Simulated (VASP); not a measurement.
A run of VASP 6.6.1 is set up as follows.

The input INCAR:

```
SYSTEM = Al
  ALGO = Normal
  EDIFF = 1E-6
  ENCUT = 520
  GGA = PS
  ISIF = 2
  ISMEAR = 0
  IVDW = 12
  LASPH = .TRUE.
  LCHARG = .TRUE.
  LELF = .TRUE.
  LREAL = .FALSE.
  LVHAR = .TRUE.
  LWAVE = .FALSE.
  NBANDS = 14
  NELM = 100
  PREC = Accurate
  SIGMA = 0.15
```

File KPOINTS:

```
k-points
0
G
  18 18 6
  0 0 0
```

POSCAR

```
Al
1.0
    2.8179370437      0.0000000000      0.0000000000
   -1.4089685218      2.4404050661      0.0000000000
    0.0000000000      0.0000000000      8.5358130991
Al
4
Direct
    0.0000000000      0.0000000000      0.0000000000
    0.3333333333      0.6666666667      0.2500000000
    0.0000000000      0.0000000000      0.5000000000
    0.6666666667      0.3333333333      0.7500000000
```

Potentials or basis: VASP PAW PBE potentials, release 64 (Al).

Run with:

```bash
$ cat potpaw_PBE.64/Al/POTCAR > POTCAR
$ mpirun -np 1 vasp_std > vasp.out
```

Estimate the band gap on the k mesh.

zero (band 6 reaches 14.52 eV, above the bottom of band 7 at 7.36 eV).

Estimate the dispersion energy per atom.

-0.358 eV.

What does it give for the pressure?

7.3 GPa.

Stress tensor (GPa, compression positive):
```
 4.15  0.00  0.00
 0.00  4.15  0.00
 0.00  0.00 13.57
```

Caveat: the PAW data sets were made with another functional, which shifts forces and pressure a little; pairwise dispersion overbinds metals, which lowers pressure and volume.
